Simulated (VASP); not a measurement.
# Pd (Im-3m) in VASP: relaxation of cell and atoms with r2SCAN

Aim: the relaxation of cell and atoms of Pd with r2SCAN.

Everything below comes from runs of VASP 6.6.1. Logs are shortened: lines on timing, memory, paths and dates and some standing lists are left out, and cuts for length are marked.

### 1 The cell of the first run

Symmetry: Im-3m, No. 229, cubic system. Conventional cell: a = 3.108 Å, b = 3.108 Å, c = 3.108 Å, α = 90.00°, β = 90.00°, γ = 90.00°. Pd (site symmetry m-3m) has 14 Pd at 2.69 to 3.11 Å within 3.5 Å.

This isn't the form of Pd at room conditions, which is fcc.

### 2 Relaxation of cell and atoms, r2SCAN

Contents of POSCAR:

```
Pd
1.0
   -1.5538182445      1.5538182445      1.5538182445
    1.5538182445     -1.5538182445      1.5538182445
    1.5538182445      1.5538182445     -1.5538182445
Pd
1
Direct
    0.0000000000      0.0000000000      0.0000000000
```

Contents of INCAR.step1:

```
PREC = Accurate
ENCUT = 600
ISMEAR = 0
SIGMA = 0.1
LREAL = False
LASPH = True
NELM = 60
GGA = PE
ALGO = Normal
EDIFF = 1E-4
LWAVE = True
LCHARG = False
```

Contents of INCAR.step2:

```
PREC = Accurate
ENCUT = 600
EDIFF = 1E-6
ISMEAR = 0
SIGMA = 0.1
LREAL = False
LASPH = True
NELM = 60
ALGO = Normal
ISIF = 3
LWAVE = False
LCHARG = False
METAGGA = R2SCAN
LMIXTAU = True
IBRION = 2
NSW = 100
EDIFFG = -0.01
ISTART = 1
```

Contents of KPOINTS:

```
Automatic mesh
0
Gamma
  24 24 24
```

Potentials or basis: VASP PAW PBE potentials, release 64 (Pd).

Command:

```
> cat potpaw_PBE.64/Pd/POTCAR > POTCAR
> cp INCAR.step1 INCAR
> mpirun -np 1 vasp_std > vasp.out
> cp INCAR.step2 INCAR
> mpirun -np 1 vasp_std > vasp.out
```

OUTCAR:

```text
PREC = Accurate
   ENCUT = 600
   EDIFF = 1E-6
   ISMEAR = 0
   LREAL = False
   LASPH = True
   NELM = 60
   ISIF = 3
   METAGGA = R2SCAN
   IBRION = 2
   NSW = 100
   EDIFFG = -0.01
   ISTART = 1

 ion  position               nearest neighbor table
   1  0.000  0.000  0.000-

  LATTYP: Found a body centered cubic cell.
 ALAT       =     3.1076364890

  Lattice vectors:

 A1 = (  -1.5538182445,   1.5538182445,   1.5538182445)
 A2 = (   1.5538182445,  -1.5538182445,   1.5538182445)
 A3 = (   1.5538182445,   1.5538182445,  -1.5538182445)

Analysis of symmetry for initial positions (statically):
=====================================================================
 Subroutine PRICEL returns:
 Original cell was already a primitive cell.

 Routine SETGRP: Setting up the symmetry group for a
 body centered cubic supercell.

 Subroutine GETGRP returns: Found 48 space group operations
 (whereof 48 operations were pure point group operations)
 out of a pool of 48 trial point group operations.

The static configuration has the point symmetry O_h .

Analysis of symmetry for dynamics (positions and initial velocities):
=====================================================================
 Subroutine PRICEL returns:
 Original cell was already a primitive cell.

 Routine SETGRP: Setting up the symmetry group for a
 body centered cubic supercell.

 Subroutine GETGRP returns: Found 48 space group operations
 (whereof 48 operations were pure point group operations)
 out of a pool of 48 trial point group operations.

The dynamic configuration has the point symmetry O_h .

 Subroutine INISYM returns: Found 48 space group operations
 (whereof 48 operations are pure point group operations),
 and found     1 'primitive' translations

----------------------------------------------------------------------------------------

                                     Primitive cell

  volume of cell :      15.0059

  direct lattice vectors                    reciprocal lattice vectors
    -1.553818244  1.553818244  1.553818244     0.000000000  0.321787958  0.321787958
     1.553818244 -1.553818244  1.553818244     0.321787958  0.000000000  0.321787958
     1.553818244  1.553818244 -1.553818244     0.321787958  0.321787958  0.000000000

  length of vectors
     2.691292145  2.691292145  2.691292145     0.455076894  0.455076894  0.455076894

  position of ions in fractional coordinates (direct lattice)
     0.000000000  0.000000000  0.000000000

  ion indices of the primitive-cell ions
   primitive index   ion index
                 1           1

----------------------------------------------------------------------------------------

 KPOINTS: Automatic mesh

Automatic generation of k-mesh.
 Grid dimensions read from file:
 generate k-points for:   24   24   24

 Generating k-lattice:

  Cartesian coordinates                     Fractional coordinates (reciprocal lattice)
     0.000000000  0.013407832  0.013407832     0.041666667  0.000000000  0.000000000
     0.013407832  0.000000000  0.013407832     0.000000000  0.041666667  0.000000000
     0.013407832  0.013407832  0.000000000     0.000000000  0.000000000  0.041666667

  Length of vectors
     0.018961537  0.018961537  0.018961537

  Shift w.r.t. Gamma in fractional coordinates (k-lattice)
     0.000000000  0.000000000  0.000000000

 Subroutine IBZKPT returns following result:
 ===========================================

 Found    413 irreducible k-points:

 Following reciprocal coordinates:
            Coordinates               Weight
  0.000000  0.000000  0.000000      1.000000
  0.041667  0.000000  0.000000     12.000000
  0.083333  0.000000  0.000000     12.000000
  0.125000  0.000000  0.000000     12.000000
  0.166667  0.000000  0.000000     12.000000
  0.208333  0.000000  0.000000     12.000000
[... 16 lines left out ...]
  0.416667  0.041667  0.000000     48.000000
  0.458333  0.041667  0.000000     48.000000
 [... further k-points ...]
   k-points           NKPTS =    413   k-points in BZ     NKDIM =    413   number of bands    NBANDS=      9
   number of dos      NEDOS =    301   number of ions     NIONS =      1
   total plane-waves  NPLWV =  13824
   dimension x,y,z NGX =    24 NGY =   24 NGZ =   24
   dimension x,y,z NGXF=    48 NGYF=   48 NGZF=   48
   ions per type =               1
   NGX,Y,Z   is equivalent  to a cutoff of  14.83, 14.83, 14.83 a.u.
   NGXF,Y,Z  is equivalent  to a cutoff of  29.65, 29.65, 29.65 a.u.
 SYSTEM =  unknown system
   PREC   = accura    normal or accurate (medium, high low for compatibility)
   ISTART =      1    job   : 0-new  1-cont  2-samecut
   ICHARG =      0    charge: 1-file 2-atom 10-const
   ISPIN  =      1    spin polarized calculation?
   LNONCOLLINEAR =      F non collinear calculations
   LSORBIT =      F    spin-orbit coupling
   LASPH  =      T    aspherical Exc in radial PAW
   ENCUT  =  600.0 eV  44.10 Ry    6.64 a.u.   5.38  5.38  5.38*2*pi/ulx,y,z
   NELM   =     60;   NELMIN=  2; NELMDL=  0     # of ELM steps
   EDIFF  = 0.1E-05   stopping-criterion for ELM
   LREAL  =      F    real-space projection
   EDIFFG = -.1E-01   stopping-criterion for IOM
   NSW    =    100    number of steps for IOM
   IBRION =      2    ionic relax: 0-MD 1-quasi-New 2-CG
   NFREE  =      1    steps in history (QN), initial steepest desc. (CG)
   ISIF   =      3    stress and relaxation
   ISYM   =      2    0-nonsym 1-usesym 2-fastsym
   POTIM  = 0.5000    time-step for ionic-motion
   TEBEG  =    0.0;   TEEND  =   0.0 temperature during run
   PSTRESS=    0.0 pullay stress
   NELECT =      10.0000    total number of electrons
   NUPDOWN=      -1.0000    fix difference up-down
   EMIN   =  10.00;   EMAX   =-10.00  energy-range for DOS
   EFERMI =   0.00;   METHOD = LEGACY
   ISMEAR =     0;   SIGMA  =   0.10  broadening in eV -4-tet -1-fermi 0-gaus
   EFERMI_NEDOS =   21; number of points for ismear=-14 and -15
   IALGO  =     38    algorithm
   IMIX   =      4    mixing-type and parameters
     AMIX     =   0.40;   BMIX     =  1.00
     AMIX_MAG =   1.60;   BMIX_MAG =  1.00
  volume/ion in A,a.u.               =      15.01       101.26
  Fermi-wavevector in a.u.,A,eV,Ry     =   1.429951  2.702216 27.820663  2.044761
  Thomas-Fermi vector in A             =   2.549849
   LORBIT       =      0    0 simple, 1 ext, 2 COOP (PROOUT), +10 PAW based schemes
   METAGGA = R2SCAN    functional components
   LHFCALC =     F    Hartree Fock is set to
   AEXX    =    0.0000 exact exchange contribution
   IVDW    =     0    specifies the selected vdW correction
   LEPSILON=     F    determine dielectric tensor
   LRPA    =     F    only Hartree local field effects (RPA)
 conjugate gradient relaxation of ions
 non-spin polarized calculation
 Gauss-broadening in eV      SIGMA  =   0.10
  energy-cutoff  :      600.00
  volume of cell :       15.01
 maximum number of plane-waves:       531
 NGX is ok and might be reduce to    24
   NGX = 11   NGY = 11   NGZ = 11

--------------------------------------- Ionic step        1  -------------------------------------------

 number of electron      10.0000001 magnetization

 Free energy of the ion-electron system (eV)
  ---------------------------------------------------
  ext. energy  EPLUGINS =         0.00000000
  ---------------------------------------------------
  free energy    TOTEN  =       -22.90806477 eV

  energy without entropy =      -22.90162208  energy(sigma->0) =      -22.90484342

------------------------ aborting loop because EDIFF is reached ----------------------------------------

  FORCE on cell =-STRESS in cart. coord.  units (eV):
  Direction    XX          YY          ZZ          XY          YZ          ZX
  --------------------------------------------------------------------------------------
  -------------------------------------------------------------------------------------
  Total        0.0927291      0.0927291      0.0927291     -0.0000000     -0.0000000      0.0000000
  in kB        9.9007008      9.9007008      9.9007008     -0.0000000     -0.0000000      0.0000000
  external PRESSURE =       9.9007008 kB  Pullay stress =       0.0000000 kB
[... 55 lines left out ...]
  energy  without entropy=      -22.9012055066  energy(sigma->0) =      -22.90447370

--------------------------------------- Ionic step        3  -------------------------------------------

 number of electron      10.0000001 magnetization

 Free energy of the ion-electron system (eV)
  ---------------------------------------------------
  ext. energy  EPLUGINS =         0.00000000
  ---------------------------------------------------
  free energy    TOTEN  =       -22.90830274 eV

  energy without entropy =      -22.90182319  energy(sigma->0) =      -22.90506296

 E-fermi :   9.2557     XC(G=0): -13.9477

 val. band max:        9.2556581623   @ k =  -0.3750   0.5000   0.2500
 cond. band min:       9.2559130493   @ k =  -0.4167  -0.4583   0.2500
 fundamental gap:      0.0002548870
 Fermi energy:         9.2556981625

 k-point     1 :       0.0000    0.0000    0.0000
  band No.  band energies     occupation
      1       2.2495      2.00000
      2       6.2984      2.00000
      3       6.2984      2.00000
      4       6.2984      2.00000
      5       8.2364      2.00000
      6       8.2364      2.00000
      7      29.5512      0.00000
      8      29.5512      0.00000
      9      29.5512      0.00000
[... 265 lines left out ...]
 k-point    24 :       0.4583    0.0417    0.0000
  band No.  band energies     occupation
      1       4.0243      2.00000
      2       5.1196      2.00000
      3       8.1691      2.00000
      4       8.3959      2.00000
      5       9.6052      0.00000
      6      11.2218      0.00000
      7      17.5377      0.00000
      8      25.1228      0.00000
      9      27.5769      0.00000

 [... further k-points ...]
[... 5 lines left out ...]
  --------------------------------------------------------------------------------------
  -------------------------------------------------------------------------------------
  Total        0.0033184      0.0033184      0.0033184      0.0000000     -0.0000000      0.0000000
  in kB        0.3524405      0.3524405      0.3524405      0.0000000     -0.0000000      0.0000000
  external PRESSURE =       0.3524405 kB  Pullay stress =       0.0000000 kB
[... 16 lines left out ...]
  FREE ENERGIE OF THE ION-ELECTRON SYSTEM (eV)
  ---------------------------------------------------
  free  energy   TOTEN  =       -22.9083027386 eV

  energy  without entropy=      -22.9018231852  energy(sigma->0) =      -22.90506296

 reached required accuracy - stopping structural energy minimisation
```

Wall time 5.3 min (1 thread of AMD EPYC 9R45 (Zen 5), shared host); peak memory 0.18 GiB.

What came out:

* Free energy: -22.9083 eV
* Relaxed volume: 15.09 Å³/atom
* Relaxed cell: a = 2.696 Å, b = 2.696 Å, c = 2.696 Å, α = 109.47°, β = 109.47°, γ = 109.47°
* Space group after relaxing (to 0.1 Å): Im-3m (No. 229)
* Energy gained by relaxing: 0.2 meV/atom
* Ionic steps: 3
* Pressure after relaxing: 0.0 GPa
* Band gap on the k mesh: zero (bands 5 and 6 overlap by 1.73 eV)

Step by step:
| step | energy change (eV) | largest force (eV/Å) | pressure (GPa) | volume (Å³) |
| --- | --- | --- | --- | --- |
| 1 | 0.0000 | 0.0000 | 0.99 | 15.01 |
| 2 | 0.0003 | 0.0000 | -1.46 | 15.21 |
| 3 | -0.0002 | 0.0000 | 0.04 | 15.09 |

Final structure:
```cif
data_structure
_symmetry_space_group_name_H-M 'P 1'
_symmetry_Int_Tables_number 1
_cell_length_a 2.6960
_cell_length_b 2.6960
_cell_length_c 2.6960
_cell_angle_alpha 109.471
_cell_angle_beta 109.471
_cell_angle_gamma 109.471
_cell_volume 15.09
loop_
_atom_site_label
_atom_site_type_symbol
_atom_site_fract_x
_atom_site_fract_y
_atom_site_fract_z
_atom_site_occupancy
Pd1 Pd 0.00000 0.00000 0.00000 1
```

Caveat: the PAW data sets were made with another functional, which shifts forces and pressure a little.
